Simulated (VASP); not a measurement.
Set up this calculation in VASP 6.6.1, as the native input.

| Item | Value |
| --- | --- |
| Task | single point |
| Functional | LDA |
| Potentials or basis | VASP PAW LDA potentials, release 64 (Sn_d, O) |
| Cutoff | 520 eV |
| k mesh | 6 × 4 × 6 |
| Occupations | gaussian, width 0.01 eV |
| Spin | no spin polarisation |
| Dipole correction | no |
| Further INCAR settings | ALGO = Normal; EDIFF = 1e-06; NBANDS = 28 |

The structure of SnO lies in POSCAR:

```
SnO
1.0
    3.3661512779      0.0000000000      0.0000000000
    0.0000000000      5.6929549823      0.0000000000
    0.0000000000      0.0000000000      4.2359965814
Sn O
2 2
Direct
    0.0000000000      0.2319090000      0.5131440000
    0.5000000000      0.7680910000      0.0131440000
    0.0000000000      0.8912500000      0.7368570000
    0.5000000000      0.1087500000      0.2368570000
```

The input as run:

INCAR

```
SYSTEM = SnO
PREC     = Accurate       ! precision mode
ENCUT    = 520            ! plane-wave cutoff, eV
EDIFF    = 1E-6           ! SCF threshold, eV
ISMEAR   = 0              ! smearing method
SIGMA    = 0.01           ! smearing width, eV
LREAL    = .FALSE.        ! projectors in reciprocal space
LASPH    = .TRUE.         ! aspherical terms in the spheres
NELM     = 100            ! most SCF steps
ALGO     = Normal         ! electronic algorithm
ISIF     = 2              ! what is computed and relaxed
LWAVE    = .FALSE.        ! write WAVECAR
LCHARG   = .FALSE.        ! write CHGCAR
GGA      = CA             ! functional
NBANDS   = 28             ! bands
```

KPOINTS

```
regular mesh
0
G
  6 4 6
  0 0 0
```

Potentials or basis: VASP PAW LDA potentials, release 64 (Sn_d, O).

Run with:

```bash
$ cat potpaw_LDA.64/Sn_d/POTCAR potpaw_LDA.64/O/POTCAR > POTCAR
$ mpirun -np 1 vasp_std > vasp.out
```

Results of the run:

- Pressure: -5.9 GPa
- Largest force: 0.776 eV/Å
- Band gap on the k mesh: 1.61 eV (least direct gap 2.36 eV)

Caveat: the cell stands under tension; spin-orbit coupling is left out, which moves the levels of the heavy elements.

It took 74 s on 1 thread of Intel(R) Xeon(R) Platinum 8559C (Emerald Rapids) (shared host), peak memory 0.21 GiB.
